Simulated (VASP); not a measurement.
The system is SiO2.

```
Si O
1.0
     4.18541    0.00000    0.00000
     0.00000    4.18541    0.00000
     0.00000    0.00000    2.45525
Si O
2 4
Direct
  0.50000 0.50000 0.50000
  0.00000 0.00000 0.00000
  0.69389 0.69389 0.00000
  0.19389 0.80611 0.50000
  0.30611 0.30611 0.00000
  0.80611 0.19389 0.50000
```

This cell differs from its parent crystal: strain +0.000 along x and y, -0.080 along z.

Base run:

* Program: VASP 6.6.1
* Functional: r2SCAN
* Potentials or basis: VASP PAW PBE potentials, release 64 (Si, O_h)
* Cutoff: 910 eV
* k mesh: 6 × 6 × 8
* Occupations: gaussian, width 0.05 eV
* Spin: no spin polarisation

Its results: band gap on the k mesh 8.31 eV, direct; pressure 39.9 GPa; largest force 0.321 eV/Å.

Question: The run is repeated on the same cell with these changes: potentials or basis from VASP PAW PBE potentials, release 64 (Si, O_h) to VASP PAW PBE potentials, release 64 (Si, O); cutoff from 910 eV to 520 eV; further incar settings from ALGO = Normal; EDIFF = 1e-06; NBANDS = 25 to ALGO = Normal; EDIFF = 1e-07; NBANDS = 25. What comes out?

Answer: Band gap on the k mesh 8.28 eV, direct; pressure 40.8 GPa; largest force 0.377 eV/Å.

Caveats: the PAW data sets were made with another functional, which shifts forces and pressure a little; the cutoff is under 1.25 times the usual one of these potentials, so pressure, stress and relaxed cells hold a basis-set (Pulay) error (some runs).

A k mesh can miss the band edges.
